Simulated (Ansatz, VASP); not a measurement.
**Hf: VASP beside Ansatz**

The input INCAR:

```
PREC     = Accurate       # precision mode
ENCUT    = 520            # plane-wave cutoff, eV
EDIFF    = 1E-7           # SCF threshold, eV
ISMEAR   = 0              # smearing method
SIGMA    = 0.15           # smearing width, eV
LREAL    = False          # projectors in reciprocal space
LASPH    = True           # aspherical terms in the spheres
NELM     = 80             # most SCF steps
ALGO     = Normal         # electronic algorithm
ISIF     = 2              # what is computed and relaxed
LWAVE    = False          # write WAVECAR
LCHARG   = False          # write CHGCAR
GGA      = PS             # functional
NBANDS   = 11             # bands
```

Contents of KPOINTS:

```
regular mesh
0
Gamma
  18 18 18
```

POSCAR

```
Hf
1.0
   -1.7779250000      1.7779250000      1.7779250000
    1.7779250000     -1.7779250000      1.7779250000
    1.7779250000      1.7779250000     -1.7779250000
Hf
1
Direct
    0.0000000000      0.0000000000      0.0000000000
```

Input for Ansatz:

```yaml
crystal:
  lattice:
    - [-1.777925, 1.777925, 1.777925]
    - [1.777925, -1.777925, 1.777925]
    - [1.777925, 1.777925, -1.777925]
  atoms:
    - { symbol: Hf, position: [0.0, 0.0, 0.0] }
basis:
  ecutwfc: 420
kpoints:
  mp_grid: { grid: [18, 18, 18] }
hamiltonian:
  xc: pbesol
scf:
  occupations: { method: gaussian, width: 0.15 }
output:
  forces: true
  stress: true
  eigenvalues: true
```

Change from the starting cell: strain -0.015 along x and y, -0.015 along z, atoms carried along.

Alike in both runs: task single point; functional PBEsol; k mesh 18 × 18 × 18; occupations gaussian, width 0.15 eV; no spin polarisation.

|  | VASP | Ansatz |
| --- | --- | --- |
| version | VASP 6.6.1 | Ansatz 0.2.0 |
| potentials or method | VASP PAW PBE potentials, release 64 (Hf_pv), cutoff 520 eV | scalar-relativistic, plane waves, PAW |
| valence electrons in the cell | 10 | 26 |

Ansatz gave:

```
gap on the k mesh at the Fermi level (eV) : none
pressure (GPa)                            : -5.3
```

**Question.** Estimate VASP's values.

**Answer.** gap on the k mesh at the Fermi level (eV): none; pressure (GPa): -5.6.

VASP's potentials were made for PBE, not for PBEsol. A gap of «none» marks a metal or a gap that the smearing closes. VASP's potentials hold 10 valence electrons a cell and Ansatz's 26, so a difference there can come from the potentials and not from the codes.

Spin-orbit coupling is off throughout.
